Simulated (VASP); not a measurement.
Zr:

```
CELL_PARAMETERS angstrom
3.23200 0.00000 0.00000
-1.61600 2.79899 0.00000
0.00000 0.00000 5.14700
ATOMIC_POSITIONS crystal
Zr 0.66667 0.33333 0.75000
Zr 0.33333 0.66667 0.25000
```

| Item | Value |
| --- | --- |
| Program | VASP 6.6.1 |
| Task | relaxation of cell and atoms |
| Functional | BLYP |
| Dispersion | D3(BJ) |
| Potentials or basis | VASP PAW PBE potentials, release 64 (Zr_sv) |
| Cutoff | 600 eV |
| k mesh | 9 × 9 × 5 |
| Occupations | fermi-dirac, width 0.05 eV |
| Spin | no spin polarisation |

At the start: pressure -5.6 GPa; volume 23.28 Å³/atom.

Q: Where does the relaxation end?

A: Over 6 steps the energy falls by 27.2 meV/atom and the volume is 21.83 Å³/atom (-6.2 %); space group P6_3/mmc (No. 194, to 0.1 Å) before and after.

Step by step:
| step | energy change (eV) | largest force (eV/Å) | pressure (GPa) | volume (Å³) |
| --- | --- | --- | --- | --- |
| 1 | 0.0000 | 0.0000 | -5.64 | 46.56 |
| 2 | -0.0056 | 0.0000 | 6.39 | 41.26 |
| 3 | -0.0523 | 0.0000 | 0.00 | 43.75 |
| 4 | -0.0523 | 0.0000 | 0.13 | 43.70 |
| 5 | -0.0540 | 0.0000 | 0.07 | 43.68 |
| 6 | -0.0545 | 0.0000 | 0.03 | 43.66 |

Final structure:
```
CELL_PARAMETERS angstrom
3.14250 0.00000 0.00000
-1.57125 2.72148 0.00000
0.00000 0.00000 5.10563
ATOMIC_POSITIONS crystal
Zr 0.66667 0.33333 0.75000
Zr 0.33333 0.66667 0.25000
```

Caveat: the PAW data sets were made with another functional, which shifts forces and pressure a little.
